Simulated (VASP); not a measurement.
# Ta (I4/mmm) in VASP: electric field gradients with PBE

Aim: the electric field gradients of Ta with PBE.

Everything below comes from runs of VASP 6.6.1. Logs are shortened: lines on timing, memory, paths and dates and some standing lists are left out, and cuts for length are marked.

**1. The cell of the first run**

The structure is tetragonal, space group I4/mmm (No. 139). The conventional cell has a = 3.319 Å, b = 3.319 Å, c = 3.270 Å, α = 90.00°, β = 90.00°, γ = 90.00°. Within 3.8 Å of Ta (site symmetry 4/mmm) lie 14 Ta at 2.86 to 3.32 Å.

**2. Electric field gradients, PBE (z stretched by -1 % at fixed volume)**

INCAR

```
SYSTEM = Ta
PREC = Accurate ; ENCUT = 520
EDIFF = 1E-8 ; ISMEAR = -1
SIGMA = 0.05 ; LREAL = .FALSE.
LASPH = .TRUE. ; NELM = 100
ALGO = Normal ; ISIF = 2
LWAVE = .FALSE. ; LCHARG = .FALSE.
GGA = PE ; LEFG = .TRUE.
NBANDS = 12
```

KPOINTS

```
regular mesh
0
G
  15 15 15
  0 0 0
```

POSCAR

```
Ta
1.0
   -1.6595988436      1.6595988436      1.6347672000
    1.6595988436     -1.6595988436      1.6347672000
    1.6595988436      1.6595988436     -1.6347672000
Ta
1
Direct
    0.0000000000      0.0000000000      0.0000000000
```

Potentials or basis: VASP PAW PBE potentials, release 64 (Ta_pv).

The run is started by

```bash
> cat potpaw_PBE.64/Ta_pv/POTCAR > POTCAR
> mpirun -np 1 vasp_std > vasp.out
```

OUTCAR:

```text
SYSTEM = Ta
   PREC = Accurate
   ENCUT = 520
   EDIFF = 1E-8
   ISMEAR = -1
   LREAL = .FALSE.
   LASPH = .TRUE.
   NELM = 100
   ISIF = 2
   GGA = PE

 ion  position               nearest neighbor table
   1  0.000  0.000  0.000-

  LATTYP: Found a body centered tetragonal cell.
 ALAT       =     3.3191976872
 C/A-ratio  =     0.9850375627

  Lattice vectors:

 A1 = (  -1.6595988436,   1.6595988436,   1.6347672000)
 A2 = (   1.6595988436,  -1.6595988436,   1.6347672000)
 A3 = (   1.6595988436,   1.6595988436,  -1.6347672000)

Analysis of symmetry for initial positions (statically):
=====================================================================
 Subroutine PRICEL returns:
 Original cell was already a primitive cell.

 Routine SETGRP: Setting up the symmetry group for a
 body centered tetragonal supercell.

 Subroutine GETGRP returns: Found 16 space group operations
 (whereof 16 operations were pure point group operations)
 out of a pool of 16 trial point group operations.

The static configuration has the point symmetry D_4h.

Analysis of symmetry for dynamics (positions and initial velocities):
=====================================================================
 Subroutine PRICEL returns:
 Original cell was already a primitive cell.

 Routine SETGRP: Setting up the symmetry group for a
 body centered tetragonal supercell.

 Subroutine GETGRP returns: Found 16 space group operations
 (whereof 16 operations were pure point group operations)
 out of a pool of 16 trial point group operations.

The dynamic configuration has the point symmetry D_4h.

 Subroutine INISYM returns: Found 16 space group operations
 (whereof 16 operations are pure point group operations),
 and found     1 'primitive' translations

----------------------------------------------------------------------------------------

                                     Primitive cell

  volume of cell :      18.0104

  direct lattice vectors                    reciprocal lattice vectors
    -1.659598844  1.659598844  1.634767200     0.000000000  0.301277626  0.305853947
     1.659598844 -1.659598844  1.634767200     0.301277626  0.000000000  0.305853947
     1.659598844  1.659598844 -1.634767200     0.301277626  0.301277626  0.000000000

  length of vectors
     2.860244822  2.860244822  2.860244822     0.429319048  0.429319048  0.426070905

  position of ions in fractional coordinates (direct lattice)
     0.000000000  0.000000000  0.000000000

  ion indices of the primitive-cell ions
   primitive index   ion index
                 1           1

----------------------------------------------------------------------------------------

 KPOINTS: regular mesh

Automatic generation of k-mesh.
 Grid dimensions read from file:
 generate k-points for:   15   15   15

 Generating k-lattice:

  Cartesian coordinates                     Fractional coordinates (reciprocal lattice)
     0.000000000  0.020085175  0.020390263     0.066666667  0.000000000  0.000000000
     0.020085175  0.000000000  0.020390263     0.000000000  0.066666667  0.000000000
     0.020085175  0.020085175  0.000000000     0.000000000  0.000000000  0.066666667

  Length of vectors
     0.028621270  0.028621270  0.028404727

  Shift w.r.t. Gamma in fractional coordinates (k-lattice)
     0.000000000  0.000000000  0.000000000

 Subroutine IBZKPT returns following result:
 ===========================================

 Found    288 irreducible k-points:

 Following reciprocal coordinates:
            Coordinates               Weight
  0.000000  0.000000  0.000000      1.000000
  0.066667  0.000000  0.000000      8.000000
  0.133333 -0.000000  0.000000      8.000000
  0.200000 -0.000000  0.000000      8.000000
  0.266667 -0.000000  0.000000      8.000000
  0.333333 -0.000000  0.000000      8.000000
[... 16 lines left out ...]
  0.133333  0.133333  0.000000      8.000000
  0.200000  0.133333  0.000000     16.000000
 [... further k-points ...]
   k-points           NKPTS =    288   k-points in BZ     NKDIM =    288   number of bands    NBANDS=     12
   number of dos      NEDOS =    301   number of ions     NIONS =      1
   total plane-waves  NPLWV =  13824
   dimension x,y,z NGX =    24 NGY =   24 NGZ =   24
   dimension x,y,z NGXF=    48 NGYF=   48 NGZF=   48
   ions per type =               1
   NGX,Y,Z   is equivalent  to a cutoff of  13.95, 13.95, 13.95 a.u.
   NGXF,Y,Z  is equivalent  to a cutoff of  27.90, 27.90, 27.90 a.u.
 SYSTEM =  Ta
   PREC   = accura    normal or accurate (medium, high low for compatibility)
   ISTART =      0    job   : 0-new  1-cont  2-samecut
   ICHARG =      2    charge: 1-file 2-atom 10-const
   ISPIN  =      1    spin polarized calculation?
   LNONCOLLINEAR =      F non collinear calculations
   LSORBIT =      F    spin-orbit coupling
   LASPH  =      T    aspherical Exc in radial PAW
   ENCUT  =  520.0 eV  38.22 Ry    6.18 a.u.   5.32  5.32  5.32*2*pi/ulx,y,z
   NELM   =    100;   NELMIN=  2; NELMDL= -5     # of ELM steps
   EDIFF  = 0.1E-07   stopping-criterion for ELM
   LREAL  =      F    real-space projection
   EDIFFG = 0.1E-06   stopping-criterion for IOM
   NSW    =      0    number of steps for IOM
   IBRION =     -1    ionic relax: 0-MD 1-quasi-New 2-CG
   NFREE  =      0    steps in history (QN), initial steepest desc. (CG)
   ISIF   =      2    stress and relaxation
   ISYM   =      2    0-nonsym 1-usesym 2-fastsym
   POTIM  = 0.5000    time-step for ionic-motion
   TEBEG  =    0.0;   TEEND  =   0.0 temperature during run
   PSTRESS=    0.0 pullay stress
   NELECT =      11.0000    total number of electrons
   NUPDOWN=      -1.0000    fix difference up-down
   EMIN   =  10.00;   EMAX   =-10.00  energy-range for DOS
   EFERMI =   0.00;   METHOD = LEGACY
   ISMEAR =    -1;   SIGMA  =   0.05  broadening in eV -4-tet -1-fermi 0-gaus
   EFERMI_NEDOS =   21; number of points for ismear=-14 and -15
   IALGO  =     38    algorithm
   IMIX   =      4    mixing-type and parameters
     AMIX     =   0.40;   BMIX     =  1.00
     AMIX_MAG =   1.60;   BMIX_MAG =  1.00
  volume/ion in A,a.u.               =      18.01       121.54
  Fermi-wavevector in a.u.,A,eV,Ry     =   1.388988  2.624806 26.249534  1.929286
  Thomas-Fermi vector in A             =   2.513061
   LORBIT       =      0    0 simple, 1 ext, 2 COOP (PROOUT), +10 PAW based schemes
   GGA     = PE    functional components
   LHFCALC =     F    Hartree Fock is set to
   AEXX    =    0.0000 exact exchange contribution
   IVDW    =     0    specifies the selected vdW correction
   LEPSILON=     F    determine dielectric tensor
   LRPA    =     F    only Hartree local field effects (RPA)
 non-spin polarized calculation
  energy-cutoff  :      520.00
  volume of cell :       18.01
 maximum number of plane-waves:       494
 NGX is ok and might be reduce to    24
   NGX = 11   NGY = 11   NGZ = 11

 number of electron      11.0000002 magnetization

 Free energy of the ion-electron system (eV)
  ---------------------------------------------------
  ext. energy  EPLUGINS =         0.00000000
  ---------------------------------------------------
  free energy    TOTEN  =       -11.81323664 eV

  energy without entropy =      -11.80280513  energy(sigma->0) =      -11.80802089

 E-fermi :   5.4890     XC(G=0): -12.6180

 val. band max:        5.4850715531   @ k =  -0.2000   0.2667   0.0667
 cond. band min:       5.5060943621   @ k =   0.3333  -0.0000   0.0000
 fundamental gap:      0.0210228090
 Fermi energy:         5.4890313635

 k-point     1 :       0.0000    0.0000    0.0000
  band No.  band energies     occupation
      1     -27.5833      2.00000
      2     -27.5833      2.00000
      3     -27.5792      2.00000
      4      -2.4299      2.00000
      5       6.0965      0.00001
      6       6.2897      0.00000
      7       6.2897      0.00000
      8       9.3607      0.00000
      9       9.6270      0.00000
     10      20.1883      0.00000
     11      20.4077      0.00000
     12      20.4077      0.00000

 k-point     2 :       0.0667    0.0000    0.0000
  band No.  band energies     occupation
      1     -27.6365      2.00000
      2     -27.6005      2.00000
      3     -27.5817      2.00000
      4      -2.2301      2.00000
      5       6.0375      0.00003
      6       6.2473      0.00000
      7       6.4120      0.00000
      8       9.2770      0.00000
      9       9.5065      0.00000
     10      20.1881      0.00000
     11      20.6822      0.00000
     12      20.7598      0.00000
[... 316 lines left out ...]
 k-point    24 :       0.2000    0.1333    0.0000
  band No.  band energies     occupation
      1     -28.3061      2.00000
      2     -27.8124      2.00000
      3     -27.6510      2.00000
      4       0.5900      2.00000
      5       4.7340      2.00000
      6       4.9533      1.99996
      7       8.5853      0.00000
      8       9.8548      0.00000
      9      10.2020      0.00000
     10      20.1713      0.00000
     11      20.6047      0.00000
     12      22.0296      0.00000

 [... further k-points ...]
[... 5 lines left out ...]
  --------------------------------------------------------------------------------------
  -------------------------------------------------------------------------------------
  Total        0.2765640      0.2765640      0.4668651      0.0000000      0.0000000      0.0000000
  in kB       24.6027748     24.6027748     41.5317081      0.0000000      0.0000000      0.0000000
  external PRESSURE =      30.2457526 kB  Pullay stress =       0.0000000 kB

 VOLUME and BASIS-vectors are now :
 -----------------------------------------------------------------------------
  energy-cutoff  :      520.00
  volume of cell :       18.01
      direct lattice vectors                 reciprocal lattice vectors
    -1.659598844  1.659598844  1.634767200     0.000000000  0.301277626  0.305853947
     1.659598844 -1.659598844  1.634767200     0.301277626  0.000000000  0.305853947
     1.659598844  1.659598844 -1.634767200     0.301277626  0.301277626  0.000000000

 POSITION                                       TOTAL-FORCE (eV/Angst)
 -----------------------------------------------------------------------------------
      0.00000      0.00000      0.00000         0.000000      0.000000     -0.000000
 -----------------------------------------------------------------------------------
    total drift:                               -0.000000     -0.000000      0.000000

  FREE ENERGIE OF THE ION-ELECTRON SYSTEM (eV)
  ---------------------------------------------------
  free  energy   TOTEN  =       -11.8132366449 eV

  energy  without entropy=      -11.8028051328  energy(sigma->0) =      -11.80802089

 Electric field gradients (V/A^2)
---------------------------------------------------------------------
 ion       V_xx      V_yy      V_zz      V_xy      V_xz      V_yz
---------------------------------------------------------------------
   1       4.057     4.057    -8.115     0.000     0.000     0.000
---------------------------------------------------------------------

 Electric field gradients after diagonalization (V/A^2)
 (convention: |V_zz| > |V_xx| > |V_yy|)
----------------------------------------------------------------------
 ion       V_xx      V_yy      V_zz     asymmetry (V_yy - V_xx)/ V_zz
----------------------------------------------------------------------
   1       4.058     4.057    -8.115       0.000
----------------------------------------------------------------------

           NMR quadrupolar parameters

 Cq : quadrupolar parameter    Cq=e*Q*V_zz/h
 eta: asymmetry parameters     (V_yy - V_xx)/ V_zz
 Q  : nuclear electric quadrupole moment in mb (millibarn)
----------------------------------------------------------------------
 ion       Cq(MHz)       eta       Q (mb)
----------------------------------------------------------------------
   1      -0.020       0.000       1.000
----------------------------------------------------------------------
```

Wall time 63 s (1 thread of AMD EPYC 7R43 (Zen 3), shared host); peak memory 0.15 GiB.

Results:

* Free energy: -11.8132 eV
* Pressure: 3.0 GPa

Electric field gradients, principal values (V/Å²):
```
atom  least  middle  greatest (by size)
1 Ta  4.057   4.058              -8.115
```

Caveat: without QUAD_EFG the Cq values of the log hold for a quadrupole moment of 1 mb, not for the nuclei; spin-orbit coupling is left out, which moves the levels of the heavy elements.
